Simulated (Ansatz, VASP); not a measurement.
## One calculation of Sn, two programs

The input INCAR:

```
ALGO = Fast ; EDIFF = 1E-7
ENCUT = 520 ; GGA = PS
ISIF = 2 ; ISMEAR = 0
LASPH = True ; LCHARG = False
LREAL = False ; LWAVE = False
NBANDS = 13 ; NELM = 60
PREC = Accurate ; SIGMA = 0.15
```

KPOINTS

```
k-points
0
Gamma
  18 18 18
```

File POSCAR:

```
Sn
1.0
   -1.7430796737      1.7430796737      1.9704378920
    1.7430796737     -1.7430796737      1.9704378920
    1.7430796737      1.7430796737     -1.9704378920
Sn
1
Direct
    0.0000000000      0.0000000000      0.0000000000
```

Input for Ansatz:

```yaml
crystal:
  lattice:
    - [-1.7430796737, 1.7430796737, 1.970437892]
    - [1.7430796737, -1.7430796737, 1.970437892]
    - [1.7430796737, 1.7430796737, -1.970437892]
  atoms:
    - { symbol: Sn, position: [0.0, 0.0, 0.0] }
basis:
  ecutwfc: 420
kpoints:
  mp_grid: { grid: [18, 18, 18] }
hamiltonian:
  xc: pbesol
scf:
  occupations: { method: gaussian, width: 0.15 }
output:
  forces: true
  stress: true
  eigenvalues: true
```

Change from the starting cell: strain -0.080 along x and y, +0.040 along z, atoms carried along.

Alike in both runs: task single point; functional PBEsol; k mesh 18 × 18 × 18; occupations gaussian, width 0.15 eV; no spin polarisation.

|  | VASP | Ansatz |
| --- | --- | --- |
| version | VASP 6.6.1 | Ansatz 0.2.0 |
| potentials or method | VASP PAW PBE potentials, release 64 (Sn_d), cutoff 520 eV | scalar-relativistic, plane waves, PAW |
| valence electrons in the cell | 14 | 14 |

VASP gave:

```
gap on the k mesh at the Fermi level (eV)                     : none
pressure (GPa)                                                : 6.4
traceless stress, the component that is largest in VASP (GPa) : -0.63
```

Which values does Ansatz return?

gap on the k mesh at the Fermi level (eV): none; pressure (GPa): 6.5; traceless stress, the component that is largest in VASP (GPa): -0.63.

VASP's potentials were made for PBE, not for PBEsol. A gap of «none» marks a metal or a gap that the smearing closes. The functional is the same, so the differences come from potentials, cutoffs and numerics.
